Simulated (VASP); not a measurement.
Write the native input for VASP 6.6.1 that does the following.

| Item | Value |
| --- | --- |
| Task | single point |
| Functional | r2SCAN |
| Potentials or basis | VASP PAW PBE potentials, release 64 (N) |
| Cutoff | 520 eV |
| k mesh | 3 × 3 × 3 |
| Occupations | gaussian, width 0.1 eV |
| Spin | no spin polarisation |
| Dipole correction | no |
| Further INCAR settings | LREAL = Auto; ALGO = Normal; EDIFF = 1e-06; NBANDS = 54 |

The system is N.

```xyz
16
Lattice="4.9505 2.8582 4.4227 -4.9505 2.8582 4.4227 0.0000 -5.7164 4.4227" Properties=species:S:1:pos:R:3 pbc="T T T"
N     2.5643   -2.3920    5.8136
N     3.3537    1.0248    7.4546
N     0.7894    3.4168    5.8136
N     0.0000    0.0000   12.7218
N     2.3862    0.4662    3.6023
N     1.5968   -1.8334    9.6659
N    -0.7894   -3.4168    7.4546
N     0.0000    0.0000    0.5464
N    -2.3862   -0.4662    9.6659
N     0.0000    0.0000    7.1805
N    -2.5643    2.3920    7.4546
N     0.0000    0.0000    6.0877
N    -3.3537   -1.0248    5.8136
N     0.7894    2.2996    9.6659
N    -1.5968    1.8334    3.6023
N    -0.7894   -2.2996    3.6023
```

The input as run:

POSCAR

```
N
1.0
    4.9505383437      2.8581946453      4.4227314875
   -4.9505383437      2.8581946453      4.4227314875
    0.0000000000     -5.7163892907      4.4227314875
N
16
Direct
    0.5576752274      0.0396841949      0.7171322770
    0.9603158051      0.2828677230      0.4423247726
    0.7171322770      0.5576752274      0.0396841949
    0.9588183369      0.9588183369      0.9588183369
    0.5396841949      0.0576752274      0.2171322770
    0.7828677230      0.4603158051      0.9423247726
    0.2828677230      0.4423247726      0.9603158051
    0.0411816631      0.0411816631      0.0411816631
    0.4603158051      0.9423247726      0.7828677230
    0.5411816631      0.5411816631      0.5411816631
    0.4423247726      0.9603158051      0.2828677230
    0.4588183369      0.4588183369      0.4588183369
    0.0396841949      0.7171322770      0.5576752274
    0.9423247726      0.7828677230      0.4603158051
    0.2171322770      0.5396841949      0.0576752274
    0.0576752274      0.2171322770      0.5396841949
```

INCAR.step1

```
ALGO = Normal ; EDIFF = 1E-4
ENCUT = 520 ; GGA = PE
ISMEAR = 0 ; LASPH = T
LCHARG = F ; LREAL = Auto
LWAVE = T ; NBANDS = 54
NELM = 100 ; PREC = Accurate
SIGMA = 0.1
```

INCAR.step2

```
ALGO = Normal ; EDIFF = 1E-6
ENCUT = 520 ; ISIF = 2
ISMEAR = 0 ; ISTART = 1
LASPH = T ; LCHARG = F
LMIXTAU = T ; LREAL = Auto
LWAVE = F ; METAGGA = R2SCAN
NBANDS = 54 ; NELM = 100
PREC = Accurate ; SIGMA = 0.1
```

KPOINTS

```
k-points
0
Gamma
  3 3 3
```

Potentials or basis: VASP PAW PBE potentials, release 64 (N).

Run with:

```bash
$ cat potpaw_PBE.64/N/POTCAR > POTCAR
$ cp INCAR.step1 INCAR
$ mpirun -np 1 vasp_std > vasp.out
$ cp INCAR.step2 INCAR
$ mpirun -np 1 vasp_std > vasp.out
```

Results of the run:

* Pressure: 2.6 GPa
* Largest force: 2.345 eV/Å
* Band gap on the k mesh: 8.24 eV, indirect (least direct gap 8.30 eV)

Caveat: the standard files for N, O and F lose accuracy on very short bonds; the PAW data sets were made with another functional, which shifts forces and pressure a little.

It took 4.7 min on 1 thread of Intel(R) Xeon(R) 6975P-C (Granite Rapids) (shared host), peak memory 0.45 GiB.
